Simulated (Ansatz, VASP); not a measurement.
ZrN: VASP beside Ansatz

```
CELL_PARAMETERS angstrom
13.10000 0.00000 0.00000
0.00000 11.10000 0.00000
0.00000 0.00000 13.70000
ATOMIC_POSITIONS crystal
Zr 0.49254 0.38224 0.50143
Zr 0.48923 0.57054 0.33637
Zr 0.49582 0.58098 0.65798
Zr 0.32487 0.57685 0.50001
Zr 0.66141 0.57461 0.49395
N 0.33028 0.41427 0.49833
N 0.65529 0.41258 0.50262
N 0.49551 0.40850 0.34530
N 0.49074 0.41850 0.65602
N 0.49316 0.58650 0.49696
```

Alike in both runs: functional PBE; k mesh 1 × 1 × 1; occupations gaussian, width 0.05 eV; collinear spin.

Ansatz relaxed the structure, and its values are those at the end. VASP's run is a single point on that final structure, the one shown.

```csv
,VASP,Ansatz
version,VASP 6.6.1,Ansatz 0.2.0
potentials or method,"VASP PAW PBE potentials, release 64 (Zr_sv, N_h), cutoff 1000 eV","scalar-relativistic, plane waves, PAW"
valence electrons in the cell,85,85
```

|  | VASP | Ansatz | Ansatz less VASP |
| --- | --- | --- | --- |
| gap on the k mesh at the Fermi level (eV) | 0.61 | 0.61 | 0.000 |
| rms of the force components (eV/Å) | 0.053 | 0.010 | -0.0430 |
| net moment per atom (μB) | 0.30 | 0.30 | 0.000 |
| size of the moment on the site where the two differ most (μB) | 0.41 | 0.14 | -0.274 |

Site moments also hang on the region over which each program counts them. Ansatz's warnings: seeded moment not kept, xc potential rough in thin density.
